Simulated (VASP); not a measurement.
The system is SiGe3Ru2.

```
Si Ge Ru
1.0
     3.60192    0.00000    0.00000
     0.00000    3.60192    0.00000
     0.00000    0.00000    9.16424
Si Ge Ru
1 3 2
Direct
  0.00000 0.00000 0.00000
  0.50000 0.50000 0.70644
  0.50000 0.50000 0.29356
  0.50000 0.50000 0.00000
  0.00000 0.50000 0.50000
  0.50000 0.00000 0.50000
```

The cell was generated, and may not be a known phase.

| Quantity | Value |
| --- | --- |
| Program | VASP 6.6.1 |
| Task | relaxation of cell and atoms |
| Functional | PBE |
| Potentials or basis | VASP PAW PBE potentials, release 64 (Si, Ge_d, Ru_pv) |
| Cutoff | 600 eV |
| k mesh | 6 × 6 × 2 |
| Occupations | gaussian, width 0.1 eV |
| Spin | no spin polarisation |

At the start: pressure -0.0 GPa; volume 19.82 Å³/atom.

Problem. Where does the relaxation end?

Solution. Over 6 steps the energy falls by 4.7 meV/atom and the volume is 19.72 Å³/atom (-0.5 %); space group P4/mmm (No. 123, to 0.1 Å) before and after.

Step by step:
| step | energy change (eV) | largest force (eV/Å) | pressure (GPa) | volume (Å³) |
| --- | --- | --- | --- | --- |
| 1 | 0.0000 | 0.0906 | -0.04 | 118.90 |
| 2 | -0.0229 | 0.0567 | -0.27 | 118.80 |
| 3 | -0.0275 | 0.0334 | -0.36 | 118.68 |
| 4 | -0.0280 | 0.0390 | -0.34 | 118.71 |
| 5 | -0.0277 | 0.0621 | 0.48 | 117.88 |
| 6 | -0.0284 | 0.0054 | 0.00 | 118.34 |

Final structure:
```yaml
crystal:
  lattice:
    - [3.63771, 0.00000, 0.00000]
    - [0.00000, 3.63771, 0.00000]
    - [0.00000, 0.00000, 8.94289]
  atoms:
    - { symbol: Si, position: [0.00000, 0.00000, 0.00000] }
    - { symbol: Ge, position: [0.50000, 0.50000, 0.70550] }
    - { symbol: Ge, position: [0.50000, 0.50000, 0.29450] }
    - { symbol: Ge, position: [0.50000, 0.50000, 0.00000] }
    - { symbol: Ru, position: [0.00000, 0.50000, 0.50000] }
    - { symbol: Ru, position: [0.50000, 0.00000, 0.50000] }
```
